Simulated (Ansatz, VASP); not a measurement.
Two plane-wave programs on BeTe

INCAR

```
SYSTEM = BeTe
PREC = Accurate ; ENCUT = 600
EDIFF = 1E-6 ; ISMEAR = 0
SIGMA = 0.02 ; LREAL = .FALSE.
LASPH = .TRUE. ; NELM = 80
ALGO = Normal ; ISIF = 3
LWAVE = .FALSE. ; LCHARG = .FALSE.
GGA = PE ; IBRION = 2
NSW = 100 ; EDIFFG = -0.01
```

The input KPOINTS:

```
regular mesh
0
G
  8 8 8
  0 0 0
```

File POSCAR:

```
BeTe
1.0
    0.0000000000      2.8343140375      2.8343140375
    2.8343140375      0.0000000000      2.8343140375
    2.8343140375      2.8343140375      0.0000000000
Be Te
1 1
Direct
    0.0000000000      0.0000000000      0.0000000000
    0.7500000000      0.7500000000      0.7500000000
```

Input for Ansatz:

```yaml
crystal:
  lattice:
    - [0.0, 2.8343140375, 2.8343140375]
    - [2.8343140375, 0.0, 2.8343140375]
    - [2.8343140375, 2.8343140375, 0.0]
  atoms:
    - { symbol: Be, position: [0.0, 0.0, 0.0] }
    - { symbol: Te, position: [0.75, 0.75, 0.75] }
basis:
  ecutwfc: 420
kpoints:
  mp_grid: { grid: [8, 8, 8] }
hamiltonian:
  xc: pbe
scf:
  occupations: { method: gaussian, width: 0.02 }
output:
  forces: true
  stress: true
  eigenvalues: true
relax:
  adjacent_minimum: "off"
  f_tol: 0.01
  max_steps: 80
  cell: { stress_tol: 0.05 }
```

Alike in both runs: task relaxation of cell and atoms; functional PBE; k mesh 8 × 8 × 8; occupations gaussian, width 0.02 eV; no spin polarisation.

```csv
,VASP,Ansatz
version,VASP 6.6.1,Ansatz 0.2.0
potentials or method,"VASP PAW PBE potentials, release 64 (Be, Te), cutoff 600 eV","scalar-relativistic, plane waves, PAW"
valence electrons in the cell,8,18
```

|  | VASP | Ansatz | Ansatz less VASP |
| --- | --- | --- | --- |
| gap on the k mesh at the Fermi level, each at its own relaxed structure (eV) | 2.02 | 2.03 | +0.008 |
| relaxed volume (Å³/atom) | 22.77 | 22.71 | -0.056 |
| relaxed cell length with the largest relative difference (Å) | 4.008 | 4.005 | -0.0033 |

VASP's potentials hold 8 valence electrons a cell and Ansatz's 18, so a difference there can come from the potentials and not from the codes.

Spin-orbit coupling is off throughout. Noted on VASP's run: the relaxation stopped at its first step, so nothing moved.
